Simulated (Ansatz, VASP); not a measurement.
Sr: VASP beside Ansatz

Contents of POSCAR:

```
Sr
1.0
    3.9225051810      0.0000000000      0.0000000000
    0.0000000000      3.9225051810      0.0000000000
    0.0000000000      0.0000000000      3.9225051810
Sr
1
Direct
    0.0000000000      0.0000000000      0.0000000000
```

Contents of INCAR.step1:

```
SYSTEM = Sr
  PREC = Accurate
  ENCUT = 520
  ISMEAR = -1
  SIGMA = 0.1
  LREAL = .FALSE.
  LASPH = .TRUE.
  NELM = 60
  NBANDS = 11
  GGA = PE
  ALGO = Normal
  EDIFF = 1E-4
  LWAVE = .TRUE.
  LCHARG = .FALSE.
```

The input INCAR.step2:

```
SYSTEM = Sr
  PREC = Accurate
  ENCUT = 520
  EDIFF = 1E-6
  ISMEAR = -1
  SIGMA = 0.1
  LREAL = .FALSE.
  LASPH = .TRUE.
  NELM = 60
  ALGO = Normal
  ISIF = 2
  LWAVE = .FALSE.
  LCHARG = .FALSE.
  METAGGA = R2SCAN
  LMIXTAU = .TRUE.
  NBANDS = 11
  ISTART = 1
```

The input KPOINTS:

```
regular mesh
0
G
  9 9 9
  0 0 0
```

Input for Ansatz:

```yaml
crystal:
  lattice:
    - [3.922505181, 0.0, 0.0]
    - [0.0, 3.922505181, 0.0]
    - [0.0, 0.0, 3.922505181]
  atoms:
    - { symbol: Sr, position: [0.0, 0.0, 0.0] }
hamiltonian:
  xc: r2scan
  pseudopotentials:
    kind: paw
    azcp:
      Sr: "pseudopotentials/Sr.paw.azcp"
basis:
  ecutwfc: 500
  fft_grid_basis: typed
kpoints:
  mp_grid: { grid: [9, 9, 9], shift: [0, 0, 0] }
magnetization:
  spin_polarized: false
scf:
  occupations: { method: fermi_dirac, width: 0.1 }
  lower_state_search: "off"
output:
  stress: true
```

Alike in both runs: task single point; functional r2SCAN; k mesh 9 × 9 × 9; occupations fermi-dirac, width 0.1 eV; no spin polarisation.

|  | VASP | Ansatz |
| --- | --- | --- |
| version | VASP 6.6.1 | Ansatz 0.2.0 |
| potentials or method | VASP PAW PBE potentials, release 64 (Sr_sv), cutoff 520 eV | plane waves (500 eV) with PAW, scalar-relativistic |
| valence electrons in the cell | 10 | 10 |

|  | VASP | Ansatz | Ansatz less VASP |
| --- | --- | --- | --- |
| pressure (GPa) | -0.5 | -0.5 | 0.00 |

VASP's potentials were made for PBE, not for r2SCAN. The functional is the same, so the differences come from potentials, cutoffs and numerics.
